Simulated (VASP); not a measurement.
# HfH (P6/mmm) in VASP: notebook, part 2 of 2

VASP 6.6.1. Earlier steps stand in the parts before.

## 3. Relaxation of cell and atoms, PBE

This run uses another cell than the first one, of 15.29 Å³/atom, 0.710 times its volume.

INCAR

```
SYSTEM = HfH
PREC = Accurate ; ENCUT = 600
EDIFF = 1E-6 ; ISMEAR = 0
SIGMA = 0.1 ; LREAL = .FALSE.
LASPH = .TRUE. ; NELM = 60
ALGO = Normal ; ISIF = 3
LWAVE = .FALSE. ; LCHARG = .FALSE.
GGA = PE ; IBRION = 2
NSW = 90 ; EDIFFG = -0.04
```

KPOINTS

```
Automatic mesh
0
G
  6 6 4
  0 0 0
```

POSCAR

```
HfH
1.0
    4.0027548200      0.0000000000      0.0000000000
   -2.0013774100      3.4664873600      0.0000000000
    0.0000000000      0.0000000000      4.4088065300
Hf H
2 2
Direct
    0.3333333300      0.6666666700      0.0000000000
    0.6666666700      0.3333333300      0.0000000000
    0.3333333300      0.6666666700      0.5000000000
    0.6666666700      0.3333333300      0.5000000000
```

Potentials or basis: VASP PAW PBE potentials, release 64 (Hf_pv, H).

Run with:

```
$ cat potpaw_PBE.64/Hf_pv/POTCAR potpaw_PBE.64/H/POTCAR > POTCAR
$ mpirun -np 1 vasp_std > vasp.out
```

OUTCAR:

```text
SYSTEM = HfH
   PREC = Accurate
   ENCUT = 600
   EDIFF = 1E-6
   ISMEAR = 0
   LREAL = .FALSE.
   LASPH = .TRUE.
   NELM = 60
   ISIF = 3
   GGA = PE
   IBRION = 2
   NSW = 90
   EDIFFG = -0.04

 ion  position               nearest neighbor table
   1  0.333  0.667  0.000-   3 2.20   3 2.20   2 2.31   2 2.31   2 2.31
   2  0.667  0.333  0.000-   4 2.20   4 2.20   1 2.31   1 2.31   1 2.31
   3  0.333  0.667  0.500-   1 2.20   1 2.20
   4  0.667  0.333  0.500-   2 2.20   2 2.20

  LATTYP: Found a hexagonal cell.
 ALAT       =     4.0027548200
 C/A-ratio  =     1.1014430632

  Lattice vectors:

 A1 = (   4.0027548200,   0.0000000000,   0.0000000000)
 A2 = (  -2.0013774100,   3.4664873600,   0.0000000000)
 A3 = (   0.0000000000,   0.0000000000,   4.4088065300)

Analysis of symmetry for initial positions (statically):
=====================================================================
 Subroutine PRICEL returns:
 Original cell was already a primitive cell.

 Routine SETGRP: Setting up the symmetry group for a
 hexagonal supercell.

 Subroutine GETGRP returns: Found 24 space group operations
 (whereof 24 operations were pure point group operations)
 out of a pool of 24 trial point group operations.

The static configuration has the point symmetry D_6h.

Analysis of symmetry for dynamics (positions and initial velocities):
=====================================================================
 Subroutine PRICEL returns:
 Original cell was already a primitive cell.

 Routine SETGRP: Setting up the symmetry group for a
 hexagonal supercell.

 Subroutine GETGRP returns: Found 24 space group operations
 (whereof 24 operations were pure point group operations)
 out of a pool of 24 trial point group operations.

The dynamic configuration has the point symmetry D_6h.

 Subroutine INISYM returns: Found 24 space group operations
 (whereof 24 operations are pure point group operations),
 and found     1 'primitive' translations
[... 108 lines left out ...]
   EMIN   =  10.00;   EMAX   =-10.00  energy-range for DOS
   EFERMI =   0.00;   METHOD = LEGACY
   ISMEAR =     0;   SIGMA  =   0.10  broadening in eV -4-tet -1-fermi 0-gaus
   EFERMI_NEDOS =   21; number of points for ismear=-14 and -15
   IALGO  =     38    algorithm
   IMIX   =      4    mixing-type and parameters
     AMIX     =   0.40;   BMIX     =  1.00
     AMIX_MAG =   1.60;   BMIX_MAG =  1.00
  volume/ion in A,a.u.               =      15.29       103.21
  Fermi-wavevector in a.u.,A,eV,Ry     =   1.164195  2.200010 18.440666  1.355351
  Thomas-Fermi vector in A             =   2.300736
   LORBIT       =      0    0 simple, 1 ext, 2 COOP (PROOUT), +10 PAW based schemes
   GGA     = PE    functional components
   LHFCALC =     F    Hartree Fock is set to
   AEXX    =    0.0000 exact exchange contribution
   IVDW    =     0    specifies the selected vdW correction
   LEPSILON=     F    determine dielectric tensor
   LRPA    =     F    only Hartree local field effects (RPA)
 conjugate gradient relaxation of ions
 non-spin polarized calculation
 Gauss-broadening in eV      SIGMA  =   0.10
  energy-cutoff  :      600.00
  volume of cell :       61.17
 maximum number of plane-waves:      2082
 NGX is ok and might be reduce to    32
   NGX = 15   NGY = 15   NGZ = 17

--------------------------------------- Ionic step        1  -------------------------------------------

 number of electron      22.0000003 magnetization

 Free energy of the ion-electron system (eV)
  ---------------------------------------------------
  ext. energy  EPLUGINS =         0.00000000
  ---------------------------------------------------
  free energy    TOTEN  =       -17.85742793 eV

  energy without entropy =      -17.83211391  energy(sigma->0) =      -17.84477092

------------------------ aborting loop because EDIFF is reached ----------------------------------------

  FORCE on cell =-STRESS in cart. coord.  units (eV):
  Direction    XX          YY          ZZ          XY          YZ          ZX
  --------------------------------------------------------------------------------------
  -------------------------------------------------------------------------------------
  Total       16.2221606     16.2221606     -9.8399332      0.0000000      0.0000000      0.0000000
  in kB      424.8637001    424.8637003   -257.7110729      0.0000000      0.0000000      0.0000000
  external PRESSURE =     197.3387758 kB  Pullay stress =       0.0000000 kB
[... 253 lines left out ...]
--------------------------------------- Ionic step        8  -------------------------------------------

 number of electron      22.0000000 magnetization

 Free energy of the ion-electron system (eV)
  ---------------------------------------------------
  ext. energy  EPLUGINS =         0.00000000
  ---------------------------------------------------
  free energy    TOTEN  =       -22.41298469 eV

  energy without entropy =      -22.39566254  energy(sigma->0) =      -22.40432361

 E-fermi :   1.1415     XC(G=0):  -8.5736

 val. band max:        1.1373722380   @ k =   0.1667  -0.0000   0.0000
 cond. band min:       1.1733709871   @ k =   0.1667   0.1667   0.0000
 fundamental gap:      0.0359987491
 Fermi energy:         1.1415192113

 k-point     1 :       0.0000    0.0000    0.0000
  band No.  band energies     occupation
      1     -29.9329      2.00000
      2     -29.9329      2.00000
      3     -29.6876      2.00000
      4     -29.5521      2.00000
      5     -29.3664      2.00000
      6     -29.3664      2.00000
      7      -5.9350      2.00000
      8      -3.6604      2.00000
      9      -1.5959      2.00000
     10       1.7712      0.00000
     11       1.7712      0.00000
     12       1.9308      0.00000
     13       1.9308      0.00000
     14       2.6821      0.00000
[... 390 lines left out ...]
  FREE ENERGIE OF THE ION-ELECTRON SYSTEM (eV)
  ---------------------------------------------------
  free  energy   TOTEN  =       -22.4129846879 eV

  energy  without entropy=      -22.3956625362  energy(sigma->0) =      -22.40432361

 reached required accuracy - stopping structural energy minimisation
```

OSZICAR:

```text
N       E                     dE             d eps       ncg     rms          rms(c)
DAV:   1     0.791237117562E+02    0.79124E+02   -0.13591E+04   630   0.151E+03
DAV:   2    -0.148375627879E+02   -0.93961E+02   -0.92797E+02   812   0.309E+02
DAV:   3    -0.182315286297E+02   -0.33940E+01   -0.32714E+01   847   0.407E+01
[... 70 lines left out ...]
DAV:   2    -0.224170604092E+02    0.12384E-01   -0.20962E-02   630   0.104E+00    0.503E-01
DAV:   3    -0.224133088931E+02    0.37515E-02   -0.72103E-03   686   0.521E-01    0.192E-01
DAV:   4    -0.224129910349E+02    0.31786E-03   -0.92661E-04   793   0.204E-01    0.107E-01
DAV:   5    -0.224129853548E+02    0.56801E-05   -0.64993E-05   794   0.449E-02    0.137E-02
DAV:   6    -0.224129846879E+02    0.66694E-06   -0.58050E-06   820   0.140E-02
   8 F= -.22412985E+02 E0= -.22404324E+02  d E =-.351924E-02
```

Run time: 1.8 min. Hardware: 1 thread of AMD EPYC 7R43 (Zen 3), shared host; peak memory 0.17 GiB.

Results:

* Free energy: -22.4130 eV
* Relaxed volume: 21.10 Å³/atom
* Relaxed cell: a = 5.067 Å, b = 5.067 Å, c = 3.796 Å, α = 90.00°, β = 90.00°, γ = 120.00°
* Space group after relaxing (to 0.05 Å): P6/mmm (No. 191)
* Energy gained by relaxing: 1138.9 meV/atom
* Ionic steps: 8
* Pressure after relaxing: 0.1 GPa
* Band gap on the k mesh: zero (band 11 reaches 1.77 eV, above the bottom of band 12 at 0.38 eV)

Step by step:
| step | energy change (eV) | largest force (eV/Å) | pressure (GPa) | volume (Å³) |
| --- | --- | --- | --- | --- |
| 1 | 0.0000 | 0.0000 | 19.73 | 61.17 |
| 2 | -4.3360 | 0.0000 | 3.10 | 77.07 |
| 3 | -4.5249 | 0.0000 | 2.06 | 82.04 |
| 4 | -4.5322 | 0.0000 | 2.04 | 81.50 |
| 5 | -4.5332 | 0.0000 | 2.07 | 81.13 |
| 6 | -4.5513 | 0.0000 | 0.00 | 84.19 |
| 7 | -4.5520 | 0.0000 | 0.34 | 83.66 |
| 8 | -4.5556 | 0.0000 | 0.11 | 84.42 |

Final structure:
```
Hf H
1.0
     5.06738    0.00000    0.00000
    -2.53369    4.38848    0.00000
     0.00000    0.00000    3.79616
Hf H
2 2
Direct
  0.33333 0.66667 0.00000
  0.66667 0.33333 0.00000
  0.33333 0.66667 0.50000
  0.66667 0.33333 0.50000
```

Caveat: the volume moved by over 15 % at a fixed basis, so the end points are rough; spin-orbit coupling is left out, which moves the levels of the heavy elements.
